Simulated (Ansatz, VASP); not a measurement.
## C in VASP and in Ansatz

Contents of INCAR:

```
ALGO = Normal ; EDIFF = 1E-8
ENCUT = 520 ; GGA = PE
ISIF = 2 ; ISMEAR = -1
LASPH = True ; LCHARG = False
LEFG = True ; LREAL = False
LWAVE = False ; NBANDS = 11
NELM = 80 ; PREC = Accurate
SIGMA = 0.08
```

File KPOINTS:

```
k-points
0
Gamma
  20 20 20
```

Contents of POSCAR:

```
C
1.0
    0.0000000000      1.7834000000      1.7834000000
    1.7834000000      0.0000000000      1.7834000000
    1.7834000000      1.7834000000      0.0000000000
C
2
Direct
    0.5000000000      0.5000000000      0.5000000000
    0.7500000000      0.7500000000      0.7500000000
```

Input for Ansatz:

```yaml
crystal:
  lattice:
    - [0.0, 1.7834, 1.7834]
    - [1.7834, 0.0, 1.7834]
    - [1.7834, 1.7834, 0.0]
  atoms:
    - { symbol: C, position: [0.5, 0.5, 0.5] }
    - { symbol: C, position: [0.75, 0.75, 0.75] }
kpoints:
  mp_grid: { grid: [20, 20, 20] }
  band_path:
    path:
      - [0.0, 0.0, 0.0]
      - [0.5, 0.0, 0.5]
      - [0.625, 0.25, 0.625]
      - [0.375, 0.375, 0.75]
      - [0.0, 0.0, 0.0]
      - [0.5, 0.5, 0.5]
      - [0.5, 0.25, 0.75]
      - [0.5, 0.0, 0.5]
    npoints: 8
scf:
  occupations: { method: fermi_dirac, width: 0.08 }
hamiltonian:
  xc: pbe
  pseudopotentials: { kind: all_electron, datasets: crystal }
output:
  forces: true
  stress: true
  eigenvalues: true
  efg: { contact_densities: true }
```

Alike in both runs: task electric field gradients; functional PBE; k mesh 20 × 20 × 20; occupations fermi-dirac, width 0.08 eV; no spin polarisation.

```csv
,VASP,Ansatz
version,VASP 6.6.1,Ansatz 0.2.0
potentials or method,"VASP PAW PBE potentials, release 64 (C), cutoff 520 eV","all-electron PAW with datasets made for the crystal, scalar-relativistic"
```

|  | VASP | Ansatz | Ansatz less VASP |
| --- | --- | --- | --- |
| gap on the k mesh at the Fermi level (eV) | 4.13 | 4.14 | +0.009 |
| pressure (GPa) | 2.4 | 1.7 | -0.71 |

Ansatz ran all-electron here, and VASP with PAW potentials.
